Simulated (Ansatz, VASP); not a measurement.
# SiC in VASP and in Ansatz

Contents of POSCAR:

```
SiC
1.0
   -1.5387796673     -2.6652445653      0.0000000000
    1.5387796672     -2.6652445654      0.0000000000
    0.0000000000      0.0000000000      9.9267691650
Si C
4 4
Direct
    0.3333333333      0.3333333333      0.0954585895
    0.6666666667      0.6666666667      0.6030139178
    0.0000000000      0.0000000000      0.8568479841
    0.0000000000      0.0000000000      0.3492926558
    0.3333333333      0.3333333333      0.9196943196
    0.6666666667      0.6666666667      0.4121389913
    1.0000000000      0.0000000000      0.6665868216
    1.0000000000      0.0000000000      0.1590314933
```

The input INCAR.step1:

```
PREC = Accurate
ENCUT = 520
ISMEAR = 0
SIGMA = 0.05
LREAL = F
LASPH = T
NELM = 60
NBANDS = 26
GGA = PE
ALGO = Normal
EDIFF = 1E-4
LWAVE = T
LCHARG = F
```

INCAR.step2

```
PREC = Accurate
ENCUT = 520
EDIFF = 1E-7
ISMEAR = 0
SIGMA = 0.05
LREAL = F
LASPH = T
NELM = 60
ALGO = Normal
ISIF = 2
LWAVE = F
LCHARG = F
METAGGA = R2SCAN
LMIXTAU = T
NBANDS = 26
ISTART = 1
```

KPOINTS

```
regular mesh
0
Gamma
  8 8 3
```

Input for Ansatz:

```yaml
crystal:
  lattice:
    - [-1.5387796673, -2.6652445653, 0.0]
    - [1.5387796672, -2.6652445654, 0.0]
    - [0.0, 0.0, 9.926769165]
  atoms:
    - { symbol: Si, position: [0.3333333333, 0.3333333333, 0.0954585895] }
    - { symbol: Si, position: [0.6666666667, 0.6666666667, 0.6030139178] }
    - { symbol: Si, position: [0.0, 0.0, 0.8568479841] }
    - { symbol: Si, position: [0.0, 0.0, 0.3492926558] }
    - { symbol: C, position: [0.3333333333, 0.3333333333, 0.9196943196] }
    - { symbol: C, position: [0.6666666667, 0.6666666667, 0.4121389913] }
    - { symbol: C, position: [1.0, 0.0, 0.6665868216] }
    - { symbol: C, position: [1.0, 0.0, 0.1590314933] }
basis:
  ecutwfc: 500
kpoints:
  mp_grid: { grid: [8, 8, 3] }
hamiltonian:
  xc: r2scan
scf:
  occupations: { method: gaussian, width: 0.05 }
output:
  forces: true
  stress: true
  eigenvalues: true
```

Alike in both runs: task single point; functional r2SCAN; k mesh 8 × 8 × 3; occupations gaussian, width 0.05 eV; no spin polarisation.

```csv
,VASP,Ansatz
version,VASP 6.6.1,Ansatz 0.2.0
potentials or method,"VASP PAW PBE potentials, release 64 (Si, C), cutoff 520 eV","scalar-relativistic, plane waves, PAW"
valence electrons in the cell,32,32
```

Ansatz gave:

* gap on the k mesh at the Fermi level (eV): 2.55
* least direct gap on the mesh (eV): 3.70
* pressure (GPa): 4.3
* traceless stress, the component that is largest in VASP (GPa): 8.29
* rms of the force components (eV/Å): 0.897

Task: What did VASP give for the same quantities?

Result: gap on the k mesh at the Fermi level (eV): 2.57; least direct gap on the mesh (eV): 3.71; pressure (GPa): 4.1; traceless stress, the component that is largest in VASP (GPa): 8.31; rms of the force components (eV/Å): 0.891.

VASP's potentials were made for PBE, not for r2SCAN. Atom by atom the forces differ by 0.006 eV/Å (rms over components). The functional is the same, so the differences come from potentials, cutoffs and numerics.
